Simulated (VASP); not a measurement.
A run of VASP 6.6.1:

The input INCAR:

```
ALGO     = Normal         # electronic algorithm
EDIFF    = 1E-6           # SCF threshold, eV
ENCUT    = 520            # plane-wave cutoff, eV
GGA      = PE             # functional
ISIF     = 2              # what is computed and relaxed
ISMEAR   = 0              # smearing method
LASPH    = T              # aspherical terms in the spheres
LCHARG   = F              # write CHGCAR
LREAL    = F              # projectors in reciprocal space
LWAVE    = F              # write WAVECAR
NBANDS   = 18             # bands
NELM     = 60             # most SCF steps
PREC     = Accurate       # precision mode
SIGMA    = 0.1            # smearing width, eV
```

Contents of KPOINTS:

```
k-points
0
Gamma
  18 18 18
```

File POSCAR:

```
Si2W
1.0
   -1.6145179897      1.6145179897      3.9336866524
    1.6145179897     -1.6145179897      3.9336866524
    1.6145179897      1.6145179897     -3.9336866524
Si W
2 1
Direct
    0.3345674083      0.3345674083      0.0000000000
    0.6654325917      0.6654325917      0.0000000000
    0.0000000000      0.0000000000      0.0000000000
```

Potentials or basis: VASP PAW PBE potentials, release 64 (Si, W_sv).

Command:

```console
$ cat potpaw_PBE.64/Si/POTCAR potpaw_PBE.64/W_sv/POTCAR > POTCAR
$ mpirun -np 1 vasp_std > vasp.out
```

Hardware: 1 thread of Intel(R) Xeon(R) Platinum 8375C CPU @ 2.90GHz (Ice Lake), on a shared host.

Question: How long does it take, and how much memory?

Answer: Run time: 4.7 min on 1 thread of Intel(R) Xeon(R) Platinum 8375C CPU @ 2.90GHz (Ice Lake) (shared host), peak memory 0.47 GiB. Counts: scf iterations 12, k points 480.
